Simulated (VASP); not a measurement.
# Hf (Im-3m) in VASP: further runs

Runs on Hf. Level: PBEsol. Tasks: single point, relaxation of cell and atoms.

Program: VASP 6.6.1. These are calculated values, not measurements. Logs are shortened: lines on timing, memory, paths and dates and some standing lists are left out, and cuts for length are marked.

## Step 1: The cell of the first run

Symmetry: Im-3m, No. 229, cubic system. Conventional cell: a = 3.199 Å, b = 3.199 Å, c = 3.199 Å, α = 90.00°, β = 90.00°, γ = 90.00°. Within 3.7 Å of Hf (site symmetry m-3m) lie 14 Hf at 2.77 to 3.20 Å.

## Step 2: Single point, PBEsol

INCAR

```
PREC = Accurate
ENCUT = 500
EDIFF = 1E-6
ISMEAR = 1
SIGMA = 0.05
LREAL = False
LASPH = True
NELM = 120
ALGO = Normal
ISIF = 2
LWAVE = False
LCHARG = False
GGA = PS
NBANDS = 11
GGA_COMPAT = False
```

KPOINTS

```
regular mesh
0
Gamma
  7 7 7
```

POSCAR

```
Hf
1.0
   -1.5995086019      1.5995086019      1.5995086019
    1.5995086019     -1.5995086019      1.5995086019
    1.5995086019      1.5995086019     -1.5995086019
Hf
1
Direct
    0.0000000000      0.0000000000      0.0000000000
```

Potentials or basis: VASP PAW PBE potentials, release 64 (Hf_pv).

On the command line:

```bash
$ cat potpaw_PBE.64/Hf_pv/POTCAR > POTCAR
$ mpirun -np 1 vasp_std > vasp.out
```

OUTCAR:

```text
PREC = Accurate
   ENCUT = 500
   EDIFF = 1E-6
   ISMEAR = 1
   LREAL = False
   LASPH = True
   NELM = 120
   ISIF = 2
   GGA = PS

 ion  position               nearest neighbor table
   1  0.000  0.000  0.000-

  LATTYP: Found a body centered cubic cell.
 ALAT       =     3.1990172038

  Lattice vectors:

 A1 = (  -1.5995086019,   1.5995086019,   1.5995086019)
 A2 = (   1.5995086019,  -1.5995086019,   1.5995086019)
 A3 = (   1.5995086019,   1.5995086019,  -1.5995086019)

Analysis of symmetry for initial positions (statically):
=====================================================================
 Subroutine PRICEL returns:
 Original cell was already a primitive cell.

 Routine SETGRP: Setting up the symmetry group for a
 body centered cubic supercell.

 Subroutine GETGRP returns: Found 48 space group operations
 (whereof 48 operations were pure point group operations)
 out of a pool of 48 trial point group operations.

The static configuration has the point symmetry O_h .

Analysis of symmetry for dynamics (positions and initial velocities):
=====================================================================
 Subroutine PRICEL returns:
 Original cell was already a primitive cell.

 Routine SETGRP: Setting up the symmetry group for a
 body centered cubic supercell.

 Subroutine GETGRP returns: Found 48 space group operations
 (whereof 48 operations were pure point group operations)
 out of a pool of 48 trial point group operations.

The dynamic configuration has the point symmetry O_h .

 Subroutine INISYM returns: Found 48 space group operations
 (whereof 48 operations are pure point group operations),
 and found     1 'primitive' translations

----------------------------------------------------------------------------------------

                                     Primitive cell

  volume of cell :      16.3689

  direct lattice vectors                    reciprocal lattice vectors
    -1.599508602  1.599508602  1.599508602     0.000000000  0.312596006  0.312596006
     1.599508602 -1.599508602  1.599508602     0.312596006  0.000000000  0.312596006
     1.599508602  1.599508602 -1.599508602     0.312596006  0.312596006  0.000000000

  length of vectors
     2.770430166  2.770430166  2.770430166     0.442077511  0.442077511  0.442077511

  position of ions in fractional coordinates (direct lattice)
     0.000000000  0.000000000  0.000000000

  ion indices of the primitive-cell ions
   primitive index   ion index
                 1           1

----------------------------------------------------------------------------------------

 KPOINTS: regular mesh

Automatic generation of k-mesh.
 Grid dimensions read from file:
 generate k-points for:    7    7    7

 Generating k-lattice:

  Cartesian coordinates                     Fractional coordinates (reciprocal lattice)
     0.000000000  0.044656572  0.044656572     0.142857143  0.000000000  0.000000000
     0.044656572  0.000000000  0.044656572     0.000000000  0.142857143  0.000000000
     0.044656572  0.044656572  0.000000000     0.000000000  0.000000000  0.142857143

  Length of vectors
     0.063153930  0.063153930  0.063153930

  Shift w.r.t. Gamma in fractional coordinates (k-lattice)
     0.000000000  0.000000000  0.000000000

 Subroutine IBZKPT returns following result:
 ===========================================

 Found     20 irreducible k-points:

 Following reciprocal coordinates:
            Coordinates               Weight
  0.000000  0.000000  0.000000      1.000000
  0.142857  0.000000  0.000000     12.000000
  0.285714  0.000000  0.000000     12.000000
  0.428571  0.000000  0.000000     12.000000
  0.142857  0.142857  0.000000     24.000000
  0.285714  0.142857  0.000000     48.000000
[... 12 lines left out ...]
 -0.428571 -0.428571  0.285714      8.000000
 -0.428571  0.428571  0.428571      6.000000
   k-points           NKPTS =     20   k-points in BZ     NKDIM =     20   number of bands    NBANDS=     11
   number of dos      NEDOS =    301   number of ions     NIONS =      1
   total plane-waves  NPLWV =   8000
   dimension x,y,z NGX =    20 NGY =   20 NGZ =   20
   dimension x,y,z NGXF=    40 NGYF=   40 NGZF=   40
   ions per type =               1
   NGX,Y,Z   is equivalent  to a cutoff of  12.00, 12.00, 12.00 a.u.
   NGXF,Y,Z  is equivalent  to a cutoff of  24.00, 24.00, 24.00 a.u.
 SYSTEM =  unknown system
   PREC   = accura    normal or accurate (medium, high low for compatibility)
   ISTART =      0    job   : 0-new  1-cont  2-samecut
   ICHARG =      2    charge: 1-file 2-atom 10-const
   ISPIN  =      1    spin polarized calculation?
   LNONCOLLINEAR =      F non collinear calculations
   LSORBIT =      F    spin-orbit coupling
   LASPH  =      T    aspherical Exc in radial PAW
   ENCUT  =  500.0 eV  36.75 Ry    6.06 a.u.   5.05  5.05  5.05*2*pi/ulx,y,z
   NELM   =    120;   NELMIN=  2; NELMDL= -5     # of ELM steps
   EDIFF  = 0.1E-05   stopping-criterion for ELM
   LREAL  =      F    real-space projection
   EDIFFG = 0.1E-04   stopping-criterion for IOM
   NSW    =      0    number of steps for IOM
   IBRION =     -1    ionic relax: 0-MD 1-quasi-New 2-CG
   NFREE  =      0    steps in history (QN), initial steepest desc. (CG)
   ISIF   =      2    stress and relaxation
   ISYM   =      2    0-nonsym 1-usesym 2-fastsym
   POTIM  = 0.5000    time-step for ionic-motion
   TEBEG  =    0.0;   TEEND  =   0.0 temperature during run
   PSTRESS=    0.0 pullay stress
   NELECT =      10.0000    total number of electrons
   NUPDOWN=      -1.0000    fix difference up-down
   EMIN   =  10.00;   EMAX   =-10.00  energy-range for DOS
   EFERMI =   0.00;   METHOD = LEGACY
   ISMEAR =     1;   SIGMA  =   0.05  broadening in eV -4-tet -1-fermi 0-gaus
   EFERMI_NEDOS =   21; number of points for ismear=-14 and -15
   IALGO  =     38    algorithm
   IMIX   =      4    mixing-type and parameters
     AMIX     =   0.40;   BMIX     =  1.00
     AMIX_MAG =   1.60;   BMIX_MAG =  1.00
  volume/ion in A,a.u.               =      16.37       110.46
  Fermi-wavevector in a.u.,A,eV,Ry     =   1.389105  2.625027 26.253956  1.929611
  Thomas-Fermi vector in A             =   2.513167
   LORBIT       =      0    0 simple, 1 ext, 2 COOP (PROOUT), +10 PAW based schemes
   GGA     = PS    functional components
   LHFCALC =     F    Hartree Fock is set to
   AEXX    =    0.0000 exact exchange contribution
   IVDW    =     0    specifies the selected vdW correction
   LEPSILON=     F    determine dielectric tensor
   LRPA    =     F    only Hartree local field effects (RPA)
 non-spin polarized calculation
 Methfessel and Paxton  Order N= 1 SIGMA  =   0.05
  energy-cutoff  :      500.00
  volume of cell :       16.37
 maximum number of plane-waves:       429
   NGX = 11   NGY = 11   NGZ = 11

 number of electron      10.0000000 magnetization

 number of electron       9.9999997 magnetization

 Free energy of the ion-electron system (eV)
  ---------------------------------------------------
  ext. energy  EPLUGINS =         0.00000000
  ---------------------------------------------------
  free energy    TOTEN  =        -9.75247923 eV

  energy without entropy =       -9.75228190  energy(sigma->0) =       -9.75241345

 E-fermi :   6.8000     XC(G=0): -12.8993

 val. band max:        6.7014311183   @ k =  -0.4286   0.4286   0.1429
 cond. band min:       6.8262414933   @ k =   0.1429   0.1429   0.0000
 fundamental gap:      0.1248103750
 Fermi energy:         6.7999692094

 k-point     1 :       0.0000    0.0000    0.0000
  band No.  band energies     occupation
      1     -21.8072      2.00000
      2     -21.8072      2.00000
      3     -21.8072      2.00000
      4      -1.1640      2.00000
      5       8.4053      0.00000
      6       8.4053      0.00000
      7       8.4053      0.00000
      8      12.1943      0.00000
      9      12.1943      0.00000
     10      21.6370      0.00000
     11      21.6370      0.00000

 k-point     2 :       0.1429    0.0000    0.0000
  band No.  band energies     occupation
      1     -22.2735      2.00000
      2     -21.9406      2.00000
      3     -21.8129      2.00000
      4      -0.0987      2.00000
      5       7.6818     -0.00000
      6       7.9973      0.00000
      7       9.5020      0.00000
      8      11.3599      0.00000
      9      12.1790      0.00000
     10      21.0405      0.00000
     11      22.6319      0.00000

 k-point     3 :       0.2857    0.0000    0.0000
  band No.  band energies     occupation
      1     -23.2199      2.00000
      2     -22.2285      2.00000
      3     -21.8262      2.00000
      4       1.8822      2.00000
      5       6.4081      2.00000
      6       7.2550     -0.00000
      7      11.8048      0.00000
      8      12.5306      0.00000
      9      12.5590      0.00000
     10      21.0317      0.00000
     11      22.1578      0.00000

 k-point     4 :       0.4286    0.0000    0.0000
  band No.  band energies     occupation
      1     -23.9010      2.00000
      2     -22.4490      2.00000
      3     -21.8373      2.00000
      4       2.2626      2.00000
      5       5.5938      2.00000
      6       9.0045      0.00000
      7      12.4002      0.00000
      8      13.4168      0.00000
      9      16.5629      0.00000
     10      19.3409      0.00000
     11      20.9831      0.00000

 k-point     5 :       0.1429    0.1429    0.0000
  band No.  band energies     occupation
      1     -22.9214      2.00000
      2     -22.1139      2.00000
      3     -21.9164      2.00000
      4       1.5934      2.00000
      5       6.8262      0.23250
      6       6.9782     -0.00001
      7      10.8572      0.00000
      8      11.7979      0.00000
      9      12.9426      0.00000
     10      21.0355      0.00000
     11      23.9738      0.00000
[... 155 lines left out ...]
 k-point    17 :      -0.2857    0.2857    0.2857
  band No.  band energies     occupation
      1     -23.1695      2.00000
      2     -22.6997      2.00000
      3     -22.6997      2.00000
      4       4.1885      2.00000
      5       4.9424      2.00000
      6       9.5443      0.00000
      7       9.5443      0.00000
      8      12.2091      0.00000
      9      13.3138      0.00000
     10      21.0375      0.00000
     11      23.4391      0.00000

 k-point    18 :      -0.4286    0.4286    0.2857
  band No.  band energies     occupation
      1     -23.5027      2.00000
      2     -22.9443      2.00000
      3     -22.7621      2.00000
      4       3.7488      2.00000
      5       4.4211      2.00000
      6       9.7604      0.00000
      7      10.0156      0.00000
      8      15.4461      0.00000
      9      15.5646      0.00000
     10      21.0105      0.00000
     11      22.2628      0.00000

 k-point    19 :      -0.4286   -0.4286    0.2857
  band No.  band energies     occupation
      1     -23.3384      2.00000
      2     -23.3384      2.00000
      3     -22.7995      2.00000
      4       3.5942      2.00000
      5       3.5942      2.00000
      6       9.3849      0.00000
      7      13.8837      0.00000
      8      13.8837      0.00000
      9      19.2531      0.00000
     10      20.1774      0.00000
     11      20.1774      0.00000

 k-point    20 :      -0.4286    0.4286    0.4286
  band No.  band energies     occupation
      1     -23.2912      2.00000
      2     -23.2006      2.00000
      3     -23.2006      2.00000
      4       2.7678      2.00000
      5       2.9699      2.00000
      6      13.5757      0.00000
      7      13.5757      0.00000
      8      15.5209      0.00000
      9      15.7548      0.00000
     10      20.2106      0.00000
     11      20.2106      0.00000

------------------------ aborting loop because EDIFF is reached ----------------------------------------

  FORCE on cell =-STRESS in cart. coord.  units (eV):
  Direction    XX          YY          ZZ          XY          YZ          ZX
  --------------------------------------------------------------------------------------
  -------------------------------------------------------------------------------------
  Total        4.0736804      4.0736804      4.0736804      0.0000000      0.0000000      0.0000000
  in kB      398.7289798    398.7289798    398.7289798      0.0000000      0.0000000      0.0000000
  external PRESSURE =     398.7289798 kB  Pullay stress =       0.0000000 kB

 VOLUME and BASIS-vectors are now :
 -----------------------------------------------------------------------------
  energy-cutoff  :      500.00
  volume of cell :       16.37
      direct lattice vectors                 reciprocal lattice vectors
    -1.599508602  1.599508602  1.599508602     0.000000000  0.312596006  0.312596006
     1.599508602 -1.599508602  1.599508602     0.312596006  0.000000000  0.312596006
     1.599508602  1.599508602 -1.599508602     0.312596006  0.312596006  0.000000000

 POSITION                                       TOTAL-FORCE (eV/Angst)
 -----------------------------------------------------------------------------------
      0.00000      0.00000      0.00000         0.000000      0.000000     -0.000000
 -----------------------------------------------------------------------------------
    total drift:                                0.000000     -0.000000      0.000000

  FREE ENERGIE OF THE ION-ELECTRON SYSTEM (eV)
  ---------------------------------------------------
  free  energy   TOTEN  =        -9.7524792307 eV

  energy  without entropy=       -9.7522818997  energy(sigma->0) =       -9.75241345
```

Run time: 2.1 s. Hardware: 1 thread of Intel Xeon 6975P-C (Granite Rapids), shared host; peak memory 0.12 GiB.

Results:

```
Free energy            : -9.7525 eV
Pressure               : 39.9 GPa
Band gap on the k mesh : zero (band 5 reaches 8.41 eV, above the bottom of band 6 at 5.88 eV)
```

Caveat: the k points lie up to 0.40 Å⁻¹ apart; the PAW data sets were made with another functional, which shifts forces and pressure a little; spin-orbit coupling is left out, which moves the levels of the heavy elements.

## Step 3: Single point, PBEsol

This run uses another cell than the first one, of 15.25 Å³/atom, 0.932 times its volume.

INCAR

```
ALGO = Normal
EDIFF = 1E-6
ENCUT = 500
GGA = PS
GGA_COMPAT = F
ISIF = 2
ISMEAR = 1
LASPH = T
LCHARG = T
LELF = T
LREAL = F
LVHAR = T
LWAVE = F
NBANDS = 11
NELM = 120
PREC = Accurate
SIGMA = 0.05
```

KPOINTS

```
k-points
0
Gamma
  7 7 7
```

POSCAR

```
Hf
1.0
   -1.5621442025      1.5621442025      1.5621442025
    1.5621442025     -1.5621442025      1.5621442025
    1.5621442025      1.5621442025     -1.5621442025
Hf
1
Direct
    0.0000000000      0.0000000000      0.0000000000
```

Potentials or basis: VASP PAW PBE potentials, release 64 (Hf_pv).

On the command line:

```bash
$ cat potpaw_PBE.64/Hf_pv/POTCAR > POTCAR
$ mpirun -np 1 vasp_std > vasp.out
```

Wall time 2.1 s (1 thread of Intel Xeon 6975P-C (Granite Rapids), shared host); peak memory 0.12 GiB.

Results (log left out):

| Quantity | Value |
| --- | --- |
| Free energy | -9.4081 eV |
| Pressure | 58.9 GPa |
| Band gap on the k mesh | zero (band 5 reaches 9.00 eV, above the bottom of band 6 at 6.33 eV) |

Levels at points of the mesh, in eV from the Fermi level:
```csv
k point,band 3,band 4,band 5,band 6,band 7,band 8
"(0.00, 0.00, 0.00)",-28.24,-7.98,1.70,1.70,1.70,5.75
```

Caveat: the k points lie up to 0.41 Å⁻¹ apart; the PAW data sets were made with another functional, which shifts forces and pressure a little; spin-orbit coupling is left out, which moves the levels of the heavy elements.

## Step 4: Single point, PBEsol

This run uses another cell than the first one, of 18.33 Å³/atom, 1.120 times its volume.

INCAR

```
SYSTEM = Hf
ALGO = Normal
EDIFF = 1E-6
ENCUT = 500
GGA = PS
GGA_COMPAT = .False.
ISIF = 2
ISMEAR = 1
LASPH = .True.
LCHARG = .True.
LELF = .True.
LREAL = .False.
LVHAR = .True.
LWAVE = .False.
NBANDS = 11
NELM = 120
PREC = Accurate
SIGMA = 0.05
```

KPOINTS

```
k-points
0
Gamma
  7 7 7
  0 0 0
```

POSCAR

```
Hf
1.0
   -1.6609836335      1.6609836335      1.6609836335
    1.6609836335     -1.6609836335      1.6609836335
    1.6609836335      1.6609836335     -1.6609836335
Hf
1
Direct
    0.0000000000      0.0000000000      0.0000000000
```

On the command line:

```bash
$ cat potpaw_PBE.64/Hf_pv/POTCAR > POTCAR
$ mpirun -np 1 vasp_std > vasp.out
```

Run time: 2.5 s. Hardware: 1 thread of Intel Xeon 6975P-C (Granite Rapids), shared host; peak memory 0.13 GiB.

It converged, with:

```yaml
Free_energy: -10.1009 eV
Pressure: 20.0 GPa
Band_gap_on_the_k_mesh: zero (band 5 reaches 7.46 eV, above the bottom of band 6 at 5.17 eV)
```

Levels at points of the mesh, in eV from the Fermi level:
| k point | band 2 | band 3 | band 4 | band 5 | band 6 | band 7 | band 8 | band 9 |
| --- | --- | --- | --- | --- | --- | --- | --- | --- |
| (0.00, 0.00, 0.00) | -29.06 | -29.06 | -7.69 | 1.57 | 1.57 | 1.57 | 4.99 | 4.99 |

Caveat: the k points lie up to 0.38 Å⁻¹ apart; the PAW data sets were made with another functional, which shifts forces and pressure a little; spin-orbit coupling is left out, which moves the levels of the heavy elements.

## Step 5: Single point, PBEsol

This run uses another cell than the first one, of 21.74 Å³/atom, 1.328 times its volume.

INCAR

```
PREC = Accurate
ENCUT = 500
EDIFF = 1E-6
ISMEAR = 1
SIGMA = 0.05
LREAL = False
LASPH = True
NELM = 120
ALGO = Normal
ISIF = 2
LWAVE = False
LCHARG = False
GGA = PS
NBANDS = 11
GGA_COMPAT = False
```

KPOINTS

```
Automatic mesh
0
Gamma
  7 7 7
```

POSCAR

```
Hf
1.0
   -1.7581129036      1.7581129036      1.7581129036
    1.7581129036     -1.7581129036      1.7581129036
    1.7581129036      1.7581129036     -1.7581129036
Hf
1
Direct
    0.0000000000      0.0000000000      0.0000000000
```

On the command line:

```bash
$ cat potpaw_PBE.64/Hf_pv/POTCAR > POTCAR
$ mpirun -np 1 vasp_std > vasp.out
```

Run time: 2.4 s. Hardware: 1 thread of Intel Xeon 6975P-C (Granite Rapids), shared host; peak memory 0.13 GiB.

Results (log left out):

* Free energy: -10.3076 eV
* Pressure: -0.4 GPa
* Band gap on the k mesh: zero (band 5 reaches 6.12 eV, above the bottom of band 6 at 4.12 eV)

Levels at points of the mesh, in eV from the Fermi level:
| k point | band 2 | band 3 | band 4 | band 5 | band 6 | band 7 | band 8 | band 9 |
| --- | --- | --- | --- | --- | --- | --- | --- | --- |
| (0.00, 0.00, 0.00) | -29.71 | -29.71 | -7.13 | 1.51 | 1.51 | 1.51 | 4.40 | 4.40 |

Caveat: the k points lie up to 0.36 Å⁻¹ apart; the PAW data sets were made with another functional, which shifts forces and pressure a little; spin-orbit coupling is left out, which moves the levels of the heavy elements.

(Part 1 of 2 ends here.)
